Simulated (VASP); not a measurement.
Crystal: Nb.

```
Nb
1.0
    -1.69658    1.69658    1.69658
     1.69658   -1.69658    1.69658
     1.69658    1.69658   -1.69658
Nb
1
Direct
  0.00000 0.00000 0.00000
```

Base run:

- Program: VASP 6.6.1
- Functional: RPBE
- Dispersion: D4
- Potentials or basis: VASP PAW PBE potentials, release 64 (Nb_sv)
- Cutoff: 500 eV
- k mesh: 11 × 11 × 11
- Occupations: fermi-dirac, width 0.05 eV
- Spin: no spin polarisation

Its results: pressure -12.6 GPa.

**Question.** The run is repeated on the same cell with these changes: functional from RPBE to PBEsol; dispersion from D4 to none. What comes out?

**Answer.** Pressure -16.2 GPa.

Several settings changed at once, so the effect can't be laid on one alone.

Caveats: the PAW data sets were made with another functional, which shifts forces and pressure a little; pairwise dispersion overbinds metals, which lowers pressure and volume (some runs).
